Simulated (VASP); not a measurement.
Wanted: the native input for a VASP 6.6.1 run.

```yaml
Task: single point
Functional: BLYP
Potentials_or_basis: VASP PAW PBE potentials, release 64 (Fe)
Cutoff: 520 eV
k_mesh: 13 × 13 × 13
Occupations: fermi-dirac, width 0.05 eV
Spin: collinear spin, ferromagnetic start
Starting_moments: "[3.0] μB"
Dipole_correction: no
Further_INCAR_settings: ALGO = Normal; EDIFF = 1e-06; NBANDS = 14
```

The structure of Fe lies in POSCAR:

```
Fe
1.0
   -1.4430000000      1.4430000000      1.4430000000
    1.4430000000     -1.4430000000      1.4430000000
    1.4430000000      1.4430000000     -1.4430000000
Fe
1
Direct
    0.0000000000      0.0000000000      0.0000000000
```

The input as run:

INCAR

```
PREC = Accurate
ENCUT = 520
EDIFF = 1E-6
ISMEAR = -1
SIGMA = 0.05
LREAL = F
LASPH = T
NELM = 150
ALGO = Normal
ISIF = 2
LWAVE = F
LCHARG = F
ISPIN = 2
MAGMOM = 3
LORBIT = 11
LMAXMIX = 4
GGA = B5
ALDAX = 1.0
AGGAX = 1.0
AGGAC = 1.0
ALDAC = 0.0
NBANDS = 14
```

KPOINTS

```
Automatic mesh
0
Gamma
  13 13 13
```

Potentials or basis: VASP PAW PBE potentials, release 64 (Fe).

Run with:

```bash
$ cat potpaw_PBE.64/Fe/POTCAR > POTCAR
$ mpirun -np 1 vasp_std > vasp.out
```

Results of the run:

```json
{
  "Pressure": "-2.1 GPa",
  "Net moment": "2.22 μB per cell",
  "Site moments": "Fe +2.22 μB",
  "Valence electrons inside the program's atomic spheres": "Fe 7.20"
}
```

Caveat: the PAW data sets were made with another functional, which shifts forces and pressure a little.

It took 16 s on 1 thread of Intel(R) Xeon(R) 6975P-C (Granite Rapids) (shared host), peak memory 0.14 GiB.
